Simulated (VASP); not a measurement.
Runs of VASP 6.6.1 on NaCaBr3. The structure is that of space group Pm-3m (No. 221), or close to it. The cells are those of the table. 

```tsv
level	cell	gap on the mesh (eV)	pressure (GPa)
r2SCAN	a = 5.526 Å, 5 atoms	3.81	(b)
r2SCAN	a = 5.641 Å, 5 atoms	3.80	0.1
r2SCAN	a = 5.752 Å, 5 atoms	3.78	(a)
r2SCAN	a = 5.584 Å, 5 atoms	3.81	0.8
PBE	a = 5.563 Å, 5 atoms	3.09	1.5
```

Alike in all rows: task single point; potentials or basis VASP PAW PBE potentials, release 64 (Na_pv, Ca_sv, Br); no spin polarisation; k mesh 4 × 4 × 4; cutoff (eV) 520; smearing gaussian 0.01 eV.

Fill in the values left out.

(a) -1.1; (b) 1.7.

Caveats: the PAW data sets were made with another functional, which shifts forces and pressure a little (at least some runs).

A k mesh can miss the band edges, and the runs leave out spin-orbit coupling on Br.
